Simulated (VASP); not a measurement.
Write the native input for VASP 6.6.1 that does the following.

* Task: single point
* Functional: LDA
* Potentials or basis: VASP PAW LDA potentials, release 64 (Ag)
* Cutoff: 520 eV
* k mesh: 22 × 22 × 22
* Occupations: gaussian, width 0.15 eV
* Spin: no spin polarisation
* Dipole correction: no
* Further INCAR settings: ALGO = Fast; EDIFF = 1e-06; NBANDS = 12

The structure of Ag lies in POSCAR:

```
Ag
1.0
   -1.5580300654      1.5580300654      1.8696360784
    1.5580300654     -1.5580300654      1.8696360784
    1.5580300654      1.5580300654     -1.8696360784
Ag
1
Direct
    0.0000000000      0.0000000000      0.0000000000
```

This cell differs from its parent crystal: ratio of the length along z to the lengths across it x 1.2, volume and fractional coordinates fixed.

The input as run:

INCAR

```
  PREC = Accurate
  ENCUT = 520
  EDIFF = 1E-6
  ISMEAR = 0
  SIGMA = 0.15
  LREAL = False
  LASPH = True
  NELM = 80
  ALGO = Fast
  ISIF = 2
  LWAVE = False
  LCHARG = False
  NBANDS = 12
```

KPOINTS

```
regular mesh
0
Gamma
  22 22 22
```

Potentials or basis: VASP PAW LDA potentials, release 64 (Ag).

Launch:

```bash
$ cat potpaw_LDA.64/Ag/POTCAR > POTCAR
$ mpirun -np 1 vasp_std > vasp.out
```

Results of the run:

* Pressure: -11.5 GPa
* Band gap on the k mesh: zero (an odd number of electrons rules out a gap without spin polarisation)

Caveat: the cell stands under tension.

Wall time 2.8 min on 1 thread of Intel Xeon 8259CL (shared host), peak memory 0.28 GiB.
